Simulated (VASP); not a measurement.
# Cd (P6_3/mmc) in VASP: notebook, part 2 of 3

VASP 6.6.1.

**3. Single point, RPBE**

This run uses another cell than the first one, of 24.54 Å³/atom, 1.042 times its volume.

INCAR

```
SYSTEM = Cd
PREC     = Accurate       ! precision mode
ENCUT    = 520            ! plane-wave cutoff, eV
EDIFF    = 1E-7           ! SCF threshold, eV
ISMEAR   = -1             ! smearing method
SIGMA    = 0.1            ! smearing width, eV
LREAL    = .FALSE.        ! projectors in reciprocal space
LASPH    = .TRUE.         ! aspherical terms in the spheres
NELM     = 100            ! most SCF steps
ALGO     = Normal         ! electronic algorithm
ISIF     = 2              ! what is computed and relaxed
LWAVE    = .FALSE.        ! write WAVECAR
LCHARG   = .FALSE.        ! write CHGCAR
GGA      = RP             ! functional
NBANDS   = 19             ! bands
```

KPOINTS

```
Automatic mesh
0
G
  19 19 9
  0 0 0
```

POSCAR

```
Cd
1.0
    3.0592987151      0.0000000000      0.0000000000
   -1.5296493575      2.6494304051      0.0000000000
    0.0000000000      0.0000000000      6.0559769150
Cd
2
Direct
    0.3333333333      0.6666666667      0.2500000000
    0.6666666667      0.3333333333      0.7500000000
```

Potentials or basis: VASP PAW PBE potentials, release 64 (Cd).

On the command line:

```sh
cat potpaw_PBE.64/Cd/POTCAR > POTCAR
mpirun -np 1 vasp_std > vasp.out
```

OUTCAR:

```text
SYSTEM = Cd
   PREC = Accurate
   ENCUT = 520
   EDIFF = 1E-7
   ISMEAR = -1
   LREAL = .FALSE.
   LASPH = .TRUE.
   NELM = 100
   ISIF = 2
   GGA = RP

 ion  position               nearest neighbor table
   1  0.333  0.667  0.250-   2 3.51   2 3.51   2 3.51   2 3.51   2 3.51   2 3.51
   2  0.667  0.333  0.750-   1 3.51   1 3.51   1 3.51   1 3.51   1 3.51   1 3.51

  LATTYP: Found a hexagonal cell.
 ALAT       =     3.0592987151
 C/A-ratio  =     1.9795310883

  Lattice vectors:

[... 716 lines left out ...]

------------------------ aborting loop because EDIFF is reached ----------------------------------------

  FORCE on cell =-STRESS in cart. coord.  units (eV):
  Direction    XX          YY          ZZ          XY          YZ          ZX
  --------------------------------------------------------------------------------------
  -------------------------------------------------------------------------------------
  Total        0.1637720      0.1637720     -0.0520547      0.0000000      0.0000000      0.0000000
  in kB        5.3455406      5.3455406     -1.6990711      0.0000000      0.0000000      0.0000000
  external PRESSURE =       2.9973367 kB  Pullay stress =       0.0000000 kB

 VOLUME and BASIS-vectors are now :
 -----------------------------------------------------------------------------
  energy-cutoff  :      520.00
  volume of cell :       49.09
      direct lattice vectors                 reciprocal lattice vectors
     3.059298715  0.000000000  0.000000000     0.326872298  0.188719809  0.000000000
    -1.529649358  2.649430405  0.000000000     0.000000000  0.377439618  0.000000000
     0.000000000  0.000000000  6.055976915     0.000000000  0.000000000  0.165126125

 POSITION                                       TOTAL-FORCE (eV/Angst)
 -----------------------------------------------------------------------------------
     -0.00000      1.76629      1.51399         0.000000     -0.000000      0.000000
      1.52965      0.88314      4.54198        -0.000000      0.000000      0.000000
 -----------------------------------------------------------------------------------
    total drift:                               -0.000000      0.000000     -0.000000

  FREE ENERGIE OF THE ION-ELECTRON SYSTEM (eV)
  ---------------------------------------------------
  free  energy   TOTEN  =        -0.7212229340 eV

  energy  without entropy=       -0.6991069149  energy(sigma->0) =       -0.71016492
```

OSZICAR:

```text
N       E                     dE             d eps       ncg     rms          rms(c)
DAV:   1     0.173351365830E+03    0.17335E+03   -0.12870E+04  7600   0.124E+03
DAV:   2     0.344733396855E+01   -0.16990E+03   -0.16375E+03  7930   0.327E+02
DAV:   3    -0.741610120057E+00   -0.41889E+01   -0.41801E+01  8739   0.583E+01
DAV:   4    -0.749196159023E+00   -0.75860E-02   -0.75855E-02  8320   0.235E+00
DAV:   5    -0.749222204451E+00   -0.26045E-04   -0.26045E-04  8439   0.131E-01    0.350E+00
DAV:   6    -0.711758493803E+00    0.37464E-01   -0.14077E-01  8377   0.417E+00    0.286E+00
DAV:   7    -0.718403390384E+00   -0.66449E-02   -0.24155E-02  8317   0.141E+00    0.127E+00
DAV:   8    -0.721027746670E+00   -0.26244E-02   -0.43982E-03  8147   0.714E-01    0.946E-02
DAV:   9    -0.721180561550E+00   -0.15281E-03   -0.91236E-05  8675   0.826E-02    0.433E-02
DAV:  10    -0.721223017053E+00   -0.42456E-04   -0.50066E-05  8132   0.664E-02    0.418E-03
DAV:  11    -0.721222934049E+00    0.83004E-07   -0.90422E-08  6887   0.255E-03
   1 F= -.72122293E+00 E0= -.71016492E+00  d E =-.221160E-01
```

stdout:

```text
POSCAR found type information on POSCAR Cd
 POSCAR found :  1 types and       2 ions
 scaLAPACK will be used
 -----------------------------------------------------------------------------
|                                                                             |
|                                                                             |
|     You enforced a specific xc type in the INCAR file but a different       |
|     I HOPE YOU KNOW WHAT YOU ARE DOING!                                     |
|                                                                             |
 -----------------------------------------------------------------------------

 LDA part: xc-table for (Slater+PW92), standard interpolation
 POSCAR, INCAR and KPOINTS ok, starting setup
 FFT: planning ... GRIDC
 FFT: planning ... GRID_SOFT
 FFT: planning ... GRID
 WAVECAR not read
 entering main loop
```

Run time: 67 s. Hardware: 1 thread of Intel Xeon Platinum 8259CL at 2.50GHz (Skylake/Cascade Lake), shared host; peak memory 0.28 GiB.

What came out:

```yaml
Free_energy: -0.7212 eV
Pressure: 0.3 GPa
Band_gap_on_the_k_mesh: zero (band 12 reaches 3.37 eV, above the bottom of band 13 at -0.34 eV)
```

Stress tensor (GPa, compression positive):
```
 0.53  0.00  0.00
 0.00  0.53  0.00
 0.00  0.00 -0.17
```

Caveat: the PAW data sets were made with another functional, which shifts forces and pressure a little.

**4. Single point, RPBE (volume scaled by 1.04)**

INCAR

```
SYSTEM = Cd
ALGO     = Normal         ! electronic algorithm
EDIFF    = 1E-6           ! SCF threshold, eV
ENCUT    = 520            ! plane-wave cutoff, eV
GGA      = RP             ! functional
ISIF     = 2              ! what is computed and relaxed
ISMEAR   = -1             ! smearing method
LASPH    = .TRUE.         ! aspherical terms in the spheres
LCHARG   = .TRUE.         ! write CHGCAR
LELF     = .TRUE.         ! ELF
LREAL    = .FALSE.        ! projectors in reciprocal space
LVHAR    = .TRUE.       
LWAVE    = .FALSE.        ! write WAVECAR
NBANDS   = 19             ! bands
NELM     = 80             ! most SCF steps
PREC     = Accurate       ! precision mode
SIGMA    = 0.1            ! smearing width, eV
```

KPOINTS

```
k-points
0
G
  19 19 9
  0 0 0
```

POSCAR

```
Cd
1.0
    3.0995572623      0.0000000000      0.0000000000
   -1.5497786311      2.6842953296      0.0000000000
    0.0000000000      0.0000000000      6.1356699607
Cd
2
Direct
    0.3333333333      0.6666666667      0.2500000000
    0.6666666667      0.3333333333      0.7500000000
```

On the command line:

```sh
cat potpaw_PBE.64/Cd/POTCAR > POTCAR
mpirun -np 1 vasp_std > vasp.out
```

Wall time 76 s (1 thread of Intel Xeon Platinum 8259CL at 2.50GHz (Skylake/Cascade Lake), shared host); peak memory 0.28 GiB.

It converged, with:

```
Free energy            : -0.7173 eV
Pressure               : -0.9 GPa
Band gap on the k mesh : zero (band 12 reaches 3.08 eV, above the bottom of band 13 at -0.41 eV)
```

Stress tensor (GPa, compression positive):
```
-0.86  0.00  0.00
 0.00 -0.86  0.00
 0.00  0.00 -0.94
```

Levels at points of the mesh, in eV from the Fermi level:
```tsv
k point	band 8	band 9	band 10	band 11	band 12	band 13	band 14	band 15	band 16	band 17
(0.00, 0.00, 0.00)	-8.53	-8.40	-8.40	-7.73	-3.50	-2.42	8.51	12.25	13.94	13.94
```

Caveat: the cell differs from its parent crystal (volume scaled by 1.04); the PAW data sets were made with another functional, which shifts forces and pressure a little.

(Continued in part 3 of 3.)
